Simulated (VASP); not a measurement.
# CoO (R-3m) in VASP: single point with PBEsol

Aim: the single point of CoO with PBEsol.

Everything below comes from runs of VASP 6.6.1. Logs are shortened: lines on timing, memory, paths and dates and some standing lists are left out, and cuts for length are marked.

## Step 1: The cell of the first run

Symmetry: R-3m, No. 166, trigonal system. The conventional cell has a = 3.011 Å, b = 3.011 Å, c = 7.320 Å, α = 90.00°, β = 90.00°, γ = 120.00°. Within 2.8 Å of Co (site symmetry -3m) lie 6 O at 2.12 Å. Within 2.8 Å of O (site symmetry -3m) lie 6 Co at 2.12 Å.

## Step 2: Single point, PBEsol, collinear spin, ferromagnetic start

Input file INCAR:

```
PREC = Accurate
ENCUT = 1340
EDIFF = 1E-6
ISMEAR = 0
SIGMA = 0.1
LREAL = False
LASPH = True
NELM = 200
ALGO = Normal
ISIF = 2
LWAVE = False
LCHARG = False
ISPIN = 2
MAGMOM = 2.75 0.38
LORBIT = 11
LMAXMIX = 4
GGA = PS
NBANDS = 22
GGA_COMPAT = False
```

Input file KPOINTS:

```
Automatic mesh
0
Gamma
  1 1 1
```

Input file POSCAR:

```
CoO
1.0
    1.5054695445      0.8691832468      2.4399269062
   -1.5054695445      0.8691832468      2.4399269062
    0.0000000000     -1.7383664936      2.4399269062
Co O
1 1
Direct
    0.0000000000      0.0000000000      0.0000000000
    0.5000000000      0.5000000000      0.5000000000
```

Potentials or basis: VASP PAW PBE potentials, release 64 (Co_sv, O_h).

The run is started by

```
$ cat potpaw_PBE.64/Co_sv/POTCAR potpaw_PBE.64/O_h/POTCAR > POTCAR
$ mpirun -np 1 vasp_gam > vasp.out
```

OUTCAR:

```text
PREC = Accurate
   ENCUT = 1340
   EDIFF = 1E-6
   ISMEAR = 0
   LREAL = False
   LASPH = True
   NELM = 200
   ISIF = 2
   ISPIN = 2
   LORBIT = 11
   GGA = PS

 ion  position               nearest neighbor table
   1  0.000  0.000  0.000-
   2  0.500  0.500  0.500-

  LATTYP: Found a trigonal (rhomboedric) cell.
 ALAT       =     2.9958573687
 COS(alpha) =     0.4949531368

  Lattice vectors:

 A1 = (   1.5054695445,   0.8691832468,   2.4399269062)
 A2 = (  -1.5054695445,   0.8691832468,   2.4399269062)
 A3 = (   0.0000000000,  -1.7383664936,   2.4399269062)

Analysis of symmetry for initial positions (statically):
=====================================================================
 Subroutine PRICEL returns:
 Original cell was already a primitive cell.

 Routine SETGRP: Setting up the symmetry group for a
 trigonal (rhombohedral) supercell.

 Subroutine GETGRP returns: Found 12 space group operations
 (whereof 12 operations were pure point group operations)
 out of a pool of 12 trial point group operations.

The static configuration has the point symmetry D_3d.

Analysis of symmetry for dynamics (positions and initial velocities):
=====================================================================
 Subroutine PRICEL returns:
 Original cell was already a primitive cell.

 Routine SETGRP: Setting up the symmetry group for a
 trigonal (rhombohedral) supercell.

 Subroutine GETGRP returns: Found 12 space group operations
 (whereof 12 operations were pure point group operations)
 out of a pool of 12 trial point group operations.

The dynamic configuration has the point symmetry D_3d.

Analysis of structural, dynamic, and magnetic symmetry:
=====================================================================
 Subroutine PRICEL returns:
 Original cell was already a primitive cell.

 Routine SETGRP: Setting up the symmetry group for a
 trigonal (rhombohedral) supercell.

 Subroutine GETGRP returns: Found 12 space group operations
 (whereof 12 operations were pure point group operations)
 out of a pool of 12 trial point group operations.

The overall configuration has the point symmetry D_3d.

 Subroutine INISYM returns: Found 12 space group operations
 (whereof 12 operations are pure point group operations),
 and found     1 'primitive' translations

----------------------------------------------------------------------------------------

                                     Primitive cell

  volume of cell :      19.1563

  direct lattice vectors                    reciprocal lattice vectors
     1.505469544  0.869183247  2.439926906     0.332122295  0.191750896  0.136616114
    -1.505469544  0.869183247  2.439926906    -0.332122295  0.191750896  0.136616114
     0.000000000 -1.738366494  2.439926906     0.000000000 -0.383501793  0.136616114

  length of vectors
     2.995857369  2.995857369  2.995857369     0.407108816  0.407108816  0.407108816

  position of ions in fractional coordinates (direct lattice)
     0.000000000  0.000000000  0.000000000
     0.500000000  0.500000000  0.500000000

  ion indices of the primitive-cell ions
   primitive index   ion index
                 1           1
                 2           2

----------------------------------------------------------------------------------------

 KPOINTS: Automatic mesh

Automatic generation of k-mesh.
 Grid dimensions read from file:
 generate k-points for:    1    1    1

 Generating k-lattice:

  Cartesian coordinates                     Fractional coordinates (reciprocal lattice)
     0.332122295  0.191750896  0.136616114     1.000000000  0.000000000  0.000000000
    -0.332122295  0.191750896  0.136616114     0.000000000  1.000000000  0.000000000
     0.000000000 -0.383501793  0.136616114     0.000000000  0.000000000  1.000000000

  Length of vectors
     0.407108816  0.407108816  0.407108816

  Shift w.r.t. Gamma in fractional coordinates (k-lattice)
     0.000000000  0.000000000  0.000000000

 Subroutine IBZKPT returns following result:
 ===========================================

 Found      1 irreducible k-points:

 Following reciprocal coordinates:
            Coordinates               Weight
  0.000000  0.000000  0.000000      1.000000
   k-points           NKPTS =      1   k-points in BZ     NKDIM =      1   number of bands    NBANDS=     22
   number of dos      NEDOS =    301   number of ions     NIONS =      2
   total plane-waves  NPLWV =  46656
   dimension x,y,z NGX =    36 NGY =   36 NGZ =   36
   dimension x,y,z NGXF=    72 NGYF=   72 NGZF=   72
   ions per type =               1   1
   NGX,Y,Z   is equivalent  to a cutoff of  19.98, 19.98, 19.98 a.u.
   NGXF,Y,Z  is equivalent  to a cutoff of  39.95, 39.95, 39.95 a.u.
 SYSTEM =  unknown system
   PREC   = accura    normal or accurate (medium, high low for compatibility)
   ISTART =      0    job   : 0-new  1-cont  2-samecut
   ICHARG =      2    charge: 1-file 2-atom 10-const
   ISPIN  =      2    spin polarized calculation?
   LNONCOLLINEAR =      F non collinear calculations
   LSORBIT =      F    spin-orbit coupling
   LASPH  =      T    aspherical Exc in radial PAW
   ENCUT  = 1340.0 eV  98.49 Ry    9.92 a.u.   8.94  8.94  8.94*2*pi/ulx,y,z
   NELM   =    200;   NELMIN=  2; NELMDL= -5     # of ELM steps
   EDIFF  = 0.1E-05   stopping-criterion for ELM
   LREAL  =      F    real-space projection
   EDIFFG = 0.1E-04   stopping-criterion for IOM
   NSW    =      0    number of steps for IOM
   IBRION =     -1    ionic relax: 0-MD 1-quasi-New 2-CG
   NFREE  =      0    steps in history (QN), initial steepest desc. (CG)
   ISIF   =      2    stress and relaxation
   ISYM   =      2    0-nonsym 1-usesym 2-fastsym
   POTIM  = 0.5000    time-step for ionic-motion
   TEBEG  =    0.0;   TEEND  =   0.0 temperature during run
   PSTRESS=    0.0 pullay stress
   NELECT =      23.0000    total number of electrons
   NUPDOWN=      -1.0000    fix difference up-down
   EMIN   =  10.00;   EMAX   =-10.00  energy-range for DOS
   EFERMI =   0.00;   METHOD = LEGACY
   ISMEAR =     0;   SIGMA  =   0.10  broadening in eV -4-tet -1-fermi 0-gaus
   EFERMI_NEDOS =   21; number of points for ismear=-14 and -15
   IALGO  =     38    algorithm
   IMIX   =      4    mixing-type and parameters
     AMIX     =   0.40;   BMIX     =  1.00
     AMIX_MAG =   1.60;   BMIX_MAG =  1.00
  volume/ion in A,a.u.               =       9.58        64.64
  Fermi-wavevector in a.u.,A,eV,Ry     =   1.739991  3.288106 41.192569  3.027568
  Thomas-Fermi vector in A             =   2.812726
   LORBIT       =     11    0 simple, 1 ext, 2 COOP (PROOUT), +10 PAW based schemes
   GGA     = PS    functional components
   LHFCALC =     F    Hartree Fock is set to
   AEXX    =    0.0000 exact exchange contribution
   IVDW    =     0    specifies the selected vdW correction
   LEPSILON=     F    determine dielectric tensor
   LRPA    =     F    only Hartree local field effects (RPA)
 spin polarized calculation
 Gauss-broadening in eV      SIGMA  =   0.10
  energy-cutoff  :     1340.00
  volume of cell :       19.16
 maximum number of plane-waves:      1055
 NGX is ok and might be reduce to    36
   NGX = 17   NGY = 17   NGZ = 17

 number of electron      22.9999996 magnetization       2.9999871

 Free energy of the ion-electron system (eV)
  ---------------------------------------------------
  ext. energy  EPLUGINS =         0.00000000
  ---------------------------------------------------
  free energy    TOTEN  =        -6.08788199 eV

  energy without entropy =       -6.05725063  energy(sigma->0) =       -6.07256631

 E-fermi :   8.5597     XC(G=0): -12.6325

 val. band max:        8.4696782379   @ k =   0.0000   0.0000   0.0000
 cond. band min:       8.6422263047   @ k =   0.0000   0.0000   0.0000
 fundamental gap:      0.1725480668
 Fermi energy:         8.5597293291

 spin component 1

 k-point     1 :       0.0000    0.0000    0.0000
  band No.  band energies     occupation
      1     -86.1350      1.00000
      2     -49.6460      1.00000
      3     -49.5223      1.00000
      4     -49.5223      1.00000
      5     -10.4530      1.00000
      6       5.5536      1.00000
[... 14 lines left out ...]
     21      31.0640      0.00000
     22      34.0605      0.00000
 Fermi energy:         8.5597293291

 spin component 2

 k-point     1 :       0.0000    0.0000    0.0000
  band No.  band energies     occupation
      1     -83.8016      1.00000
      2     -47.2845      1.00000
      3     -47.2635      1.00000
      4     -47.2635      1.00000
      5      -9.1118      1.00000
      6       8.0498      1.00000
[... 14 lines left out ...]
     21      32.2267      0.00000
     22      35.3570      0.00000

------------------------ aborting loop because EDIFF is reached ----------------------------------------

  FORCE on cell =-STRESS in cart. coord.  units (eV):
  Direction    XX          YY          ZZ          XY          YZ          ZX
  --------------------------------------------------------------------------------------
  -------------------------------------------------------------------------------------
  Total        3.6893341      3.6893341     -2.5644144      0.0000000      0.0000000      0.0000000
  in kB      308.5653705    308.5653705   -214.4802983      0.0000000      0.0000000      0.0000000
  external PRESSURE =     134.2168142 kB  Pullay stress =       0.0000000 kB

 VOLUME and BASIS-vectors are now :
 -----------------------------------------------------------------------------
  energy-cutoff  :     1340.00
  volume of cell :       19.16
      direct lattice vectors                 reciprocal lattice vectors
     1.505469544  0.869183247  2.439926906     0.332122295  0.191750896  0.136616114
    -1.505469544  0.869183247  2.439926906    -0.332122295  0.191750896  0.136616114
     0.000000000 -1.738366494  2.439926906     0.000000000 -0.383501793  0.136616114

 POSITION                                       TOTAL-FORCE (eV/Angst)
 -----------------------------------------------------------------------------------
      0.00000      0.00000      0.00000        -0.000000      0.000000     -0.000000
      0.00000      0.00000      3.65989         0.000000      0.000000      0.000000
 -----------------------------------------------------------------------------------
    total drift:                                0.000000      0.000000      0.000000

  FREE ENERGIE OF THE ION-ELECTRON SYSTEM (eV)
  ---------------------------------------------------
  free  energy   TOTEN  =        -6.0878819891 eV

  energy  without entropy=       -6.0572506338  energy(sigma->0) =       -6.07256631

 total charge

# of ion       s       p       d       tot
------------------------------------------
    1        2.088   6.022   6.887  14.998
    2        0.827   2.574   0.000   3.401
--------------------------------------------------
tot          2.915   8.596   6.887  18.399

 magnetization (x)

# of ion       s       p       d       tot
------------------------------------------
    1       -0.003   0.012   1.962   1.972
    2        0.016   0.460   0.000   0.477
--------------------------------------------------
tot          0.014   0.473   1.962   2.448
```

Run time: 77 s. Hardware: 1 thread of Intel Xeon Platinum 8488C (Sapphire Rapids), shared host; peak memory 0.23 GiB.

Results:

```yaml
Free_energy: -6.0879 eV
Pressure: 13.4 GPa
Net_moment: 3.00 μB per cell
Site_moments: Co +1.97; O +0.48 μB
Valence_electrons_inside_the_program's_atomic_spheres: Co 15.00; O 3.40
```

Levels at points of the mesh, in eV from the Fermi level:
Spin up:
```csv
k point,band 10,band 11,band 12,band 13,band 14,band 15,band 16,band 17
"(0.00, 0.00, 0.00)",-1.33,-1.33,-1.25,-1.25,2.16,18.02,18.89,18.96
```
Spin down:
```tsv
k point	band 8	band 9	band 10	band 11	band 12	band 13
(0.00, 0.00, 0.00)	-0.16	-0.16	-0.09	0.08	1.35	1.35
```

Caveat: the k points lie up to 2.56 Å⁻¹ apart, too coarse for converged energies, forces and pressures; the PAW data sets were made with another functional, which shifts forces and pressure a little; a cell with one magnetic atom can't hold antiferromagnetic order, which such compounds often take.
